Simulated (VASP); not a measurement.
Gd: single point with PBE

The system is Gd.

```xyz
2
Lattice="3.6360 0.0000 0.0000 -1.8180 3.1489 0.0000 0.0000 0.0000 5.7826" Properties=species:S:1:pos:R:3 pbc="T T T"
Gd    1.8180    1.0496    4.3369
Gd    0.0000    2.0992    1.4457
```

```yaml
Program: VASP 6.6.1
Task: single point
Functional: PBE
Potentials_or_basis: VASP PAW PBE potentials, release 64 (Gd)
Cutoff: 520 eV
k_mesh: 8 × 8 × 5
Occupations: gaussian, width 0.011 eV
Spin: collinear spin, ferromagnetic start
Starting_moments: "[7.0, 7.0] μB"
Dipole_correction: no
Further_INCAR_settings: ALGO = Normal; EDIFF = 1e-06; NBANDS = 29
```

```yaml
Pressure: 0.5 GPa
Net_moment: 15.19 μB per cell
Site_moments: Gd +6.98 μB
Valence_electrons_inside_the_program's_atomic_spheres: Gd 15.19
```

Stress tensor (GPa, compression positive):
```
0.41 0.00 0.00
0.00 0.41 0.00
0.00 0.00 0.76
```

Levels at points of the mesh, in eV from the Fermi level:
Spin up:
| k point | band 24 | band 25 | band 26 | band 27 | band 28 | band 29 |
| --- | --- | --- | --- | --- | --- | --- |
| (0.00, 0.00, 0.00) | -2.49 | 1.04 | 1.33 | 1.33 | 1.49 | 1.95 |
| (0.50, 0.00, 0.00) | -1.74 | -1.29 | -0.11 | 1.06 | 1.09 | 1.78 |
Spin down:
```tsv
k point	band 8	band 9	band 10	band 11	band 12	band 13
(0.00, 0.00, 0.00)	-19.96	-4.20	-1.46	0.31	0.34	0.39
(0.50, 0.00, 0.00)	-20.06	-1.09	-0.93	-0.61	0.34	0.40
```

It took 16 min on 1 thread of Intel Xeon 8259CL, with other jobs on the host, peak memory 0.28 GiB.

Caveat: spin-orbit coupling is left out, which moves the levels of the heavy elements; semilocal functionals describe open f shells poorly, which spoils levels, moments and volumes. The state reached can hang on the start; a lower one may exist.
